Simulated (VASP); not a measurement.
Set up this calculation in VASP 6.6.1, as the native input.

- Task: relaxation of cell and atoms
- Functional: PBE
- Potentials or basis: VASP PAW PBE potentials, release 64 (Pd)
- Cutoff: 600 eV
- k mesh: 17 × 17 × 17
- Occupations: fermi-dirac, width 0.08 eV
- Spin: no spin polarisation
- Target pressure: 0.67 GPa
- Dipole correction: no
- Further INCAR settings: ALGO = Normal; EDIFF = 1e-06; IBRION = 2; EDIFFG = -0.005; NSW = 32; ISIF = 3

The structure of Pd lies in POSCAR:

```
Pd
1.0
   -1.5673432371      1.5673432371      1.5673432371
    1.5673432371     -1.5673432371      1.5673432371
    1.5673432371      1.5673432371     -1.5673432371
Pd
1
Direct
    0.0000000000      0.0000000000      0.0000000000
```

The input as run:

INCAR

```
SYSTEM = Pd
ALGO = Normal ; EDIFF = 1E-6
EDIFFG = -0.005 ; ENCUT = 600
GGA = PE ; IBRION = 2
ISIF = 3 ; ISMEAR = -1
LASPH = .TRUE. ; LCHARG = .FALSE.
LREAL = .FALSE. ; LWAVE = .FALSE.
NELM = 60 ; NSW = 32
PREC = Accurate ; PSTRESS = 6.7
SIGMA = 0.08
```

KPOINTS

```
k-points
0
G
  17 17 17
  0 0 0
```

Potentials or basis: VASP PAW PBE potentials, release 64 (Pd).

Command:

```console
$ cat potpaw_PBE.64/Pd/POTCAR > POTCAR
$ mpirun -np 1 vasp_std > vasp.out
```

It gave:

```
Relaxed volume                                         : 15.37 Å³/atom
Relaxed cell                                           : a = 2.713 Å, b = 2.713 Å, c = 2.713 Å, α = 109.47°, β = 109.47°, γ = 109.47°
Space group after relaxing (to 0.05 Å)                 : Im-3m (No. 229)
Energy change on relaxing (the enthalpy is what falls) : +0.1 meV/atom
Ionic steps                                            : 3
Pressure after relaxing                                : 0.7 GPa
Band gap on the k mesh                                 : zero (band 5 reaches 9.63 eV, above the bottom of band 6 at 8.11 eV)
```

Caveat: the cell is relaxed towards a set pressure, so the enthalpy falls and the energy may rise.

Wall time 21 s on 1 thread of Intel(R) Xeon(R) 6975P-C (Granite Rapids), on a shared host, peak memory 0.16 GiB.
